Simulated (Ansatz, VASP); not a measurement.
**Ga6HN6: VASP beside Ansatz**

```xyz
13
Lattice="0.0000 0.0000 5.2432 4.8276 -2.7872 0.0000 0.0000 5.5744 0.0000" Properties=species:S:1:pos:R:3 pbc="T T T"
Ga    1.6048    0.9164    2.6409
Ga   -0.0020    3.7076    2.6409
Ga    3.2187    3.7036    2.6409
Ga   -0.0020    1.8169    5.2573
Ga    3.2422    1.8617    5.2572
Ga    1.5813    4.6489    5.2572
N     1.6400    0.9367    4.5963
N    -0.0020    3.6670    4.5963
N     3.1835    3.7238    4.5963
N    -0.0020    1.8588    2.0046
N     3.2059    1.8408    2.0046
N     1.6176    4.6280    2.0046
H    -0.0020   -0.0113    0.8069
```

Alike in both runs: functional PBE; k mesh 3 × 3 × 3; occupations gaussian, width 0.02 eV; collinear spin.

Ansatz relaxed the structure, and its values are those at the end. VASP's run is a single point on that final structure, the one shown.

|  | VASP | Ansatz |
| --- | --- | --- |
| version | VASP 6.6.1 | Ansatz 0.2.0 |
| potentials or method | VASP PAW PBE potentials, release 64 (Ga_d, N, H), cutoff 520 eV | scalar-relativistic, plane waves, PAW |
| valence electrons in the cell | 109 | 109 |

|  | VASP | Ansatz | Ansatz less VASP |
| --- | --- | --- | --- |
| gap on the k mesh at the Fermi level (eV) | none | none | - |
| rms of the force components (eV/Å) | 0.004 | 0.003 | -0.0010 |
| net moment per atom (μB) | 0.06 | 0.06 | 0.000 |
| size of the moment on the site where the two differ most (μB) | 0.21 | 0.34 | +0.131 |

Site moments also hang on the region over which each program counts them. A gap of «none» marks a metal or a gap that the smearing closes.

The k mesh is coarse, so the values compare programs but aren't converged.
